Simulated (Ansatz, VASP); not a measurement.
# One calculation of Te, two programs

File INCAR:

```
SYSTEM = Te
PREC = Accurate
ENCUT = 520
EDIFF = 1E-6
ISMEAR = 1
SIGMA = 0.1
LREAL = .False.
LASPH = .True.
NELM = 60
ALGO = Normal
ISIF = 2
LWAVE = .False.
LCHARG = .False.
NBANDS = 16
```

KPOINTS

```
Automatic mesh
0
Gamma
  9 9 6
  0 0 0
```

Contents of POSCAR:

```
Te
1.0
    4.2966332825      0.0000000000      0.0000000000
   -2.1483166412      3.7209935734      0.0000000000
    0.0000000000      0.0000000000      5.9041060663
Te
3
Direct
    0.2855404168      1.0000000000      0.3333333333
    1.0000000000      0.2855404168      0.6666666667
    0.7144595832      0.7144595832      1.0000000000
```

Input for Ansatz:

```yaml
crystal:
  lattice:
    - [4.2966332825, 0.0, 0.0]
    - [-2.1483166412, 3.7209935734, 0.0]
    - [0.0, 0.0, 5.9041060663]
  atoms:
    - { symbol: Te, position: [0.2855404168, 1.0, 0.3333333333] }
    - { symbol: Te, position: [1.0, 0.2855404168, 0.6666666667] }
    - { symbol: Te, position: [0.7144595832, 0.7144595832, 1.0] }
hamiltonian:
  xc: lda
  pseudopotentials:
    kind: paw
    azcp:
      Te: "pseudopotentials/Te.paw.azcp"
basis:
  ecutwfc: 420
  fft_grid_basis: typed
kpoints:
  mp_grid: { grid: [9, 9, 6], shift: [0, 0, 0] }
magnetization:
  spin_polarized: false
scf:
  occupations: { method: methfessel_paxton, width: 0.1 }
  lower_state_search: "off"
output:
  stress: true
```

Alike in both runs: task single point; functional LDA; k mesh 9 × 9 × 6; occupations methfessel-paxton of order 1, width 0.1 eV; no spin polarisation.

|  | VASP | Ansatz |
| --- | --- | --- |
| version | VASP 6.6.1 | Ansatz 0.2.0 |
| potentials or method | VASP PAW LDA potentials, release 64 (Te), cutoff 520 eV | plane waves (420 eV) with PAW, scalar-relativistic |
| valence electrons in the cell | 18 | 48 |

|  | VASP | Ansatz | Ansatz less VASP |
| --- | --- | --- | --- |
| pressure (GPa) | 0.0 | -0.1 | -0.13 |
| traceless stress, the component that is largest in VASP (GPa) | 0.23 | 0.16 | -0.070 |

Ansatz warns that its potentials were made for another functional, while VASP's fit it. LDA's correlation is that of Perdew and Zunger in VASP and of Perdew and Wang (1992) in Ansatz. VASP's potentials hold 18 valence electrons a cell and Ansatz's 48, so a difference there can come from the potentials and not from the codes.

Spin-orbit coupling is off throughout.
